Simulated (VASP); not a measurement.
Write the native input for VASP 6.6.1 that does the following.

```
Task                   : single point
Functional             : r2SCAN
Potentials or basis    : VASP PAW PBE potentials, release 64 (O)
Cutoff                 : 520 eV
k mesh                 : 6 × 6 × 8
Occupations            : gaussian, width 0.01 eV
Spin                   : no spin polarisation
Dipole correction      : no
Further INCAR settings : ALGO = Normal; EDIFF = 1e-06; NBANDS = 20
```

The system is O.

```
O
1.0
     4.04225    0.00000   -0.05113
     0.00000    4.02616    0.00000
    -1.06460    0.00000    2.79144
O
4
Cartesian
  0.6603 2.7547 1.8535
  1.7851 2.7547 2.2825
  2.3174 1.2715 0.8868
  1.1926 1.2715 0.4578
```

One way to write it, as run:

POSCAR

```
O
1.0
    4.0422519466      0.0000000000     -0.0511318553
    0.0000000000      4.0261643208      0.0000000000
   -1.0645951985      0.0000000000      2.7914436158
O
4
Direct
    0.3398634867      0.6842025056      0.6702335981
    0.6601365133      0.6842025056      0.8297664019
    0.6601365133      0.3157974944      0.3297664019
    0.3398634867      0.3157974944      0.1702335981
```

INCAR.step1

```
SYSTEM = O
  ALGO = Normal
  EDIFF = 1E-4
  ENCUT = 520
  GGA = PE
  ISMEAR = 0
  LASPH = .TRUE.
  LCHARG = .FALSE.
  LREAL = .FALSE.
  LWAVE = .TRUE.
  NBANDS = 20
  NELM = 80
  PREC = Accurate
  SIGMA = 0.01
```

INCAR.step2

```
SYSTEM = O
  ALGO = Normal
  EDIFF = 1E-6
  ENCUT = 520
  ISIF = 2
  ISMEAR = 0
  ISTART = 1
  LASPH = .TRUE.
  LCHARG = .TRUE.
  LELF = .TRUE.
  LMIXTAU = .TRUE.
  LREAL = .FALSE.
  LVHAR = .TRUE.
  LWAVE = .FALSE.
  METAGGA = R2SCAN
  NBANDS = 20
  NELM = 80
  PREC = Accurate
  SIGMA = 0.01
```

KPOINTS

```
k-points
0
G
  6 6 8
  0 0 0
```

Potentials or basis: VASP PAW PBE potentials, release 64 (O).

Run with:

```sh
$ cat potpaw_PBE.64/O/POTCAR > POTCAR
$ cp INCAR.step1 INCAR
$ mpirun -np 1 vasp_std > vasp.out
$ cp INCAR.step2 INCAR
$ mpirun -np 1 vasp_std > vasp.out
```

Results of the run:

* Pressure: 4.8 GPa
* Largest force: 1.452 eV/Å
* Band gap on the k mesh: 0.99 eV (least direct gap 1.03 eV)

Caveat: the standard files for N, O and F lose accuracy on very short bonds; spin is off for a triplet molecule; the cell stands under pressure; the PAW data sets were made with another functional, which shifts forces and pressure a little.

Run time: 4.6 min on 1 thread of AMD EPYC 7R43 64-Core Processor (Zen 3), with other jobs on the host, peak memory 0.16 GiB.
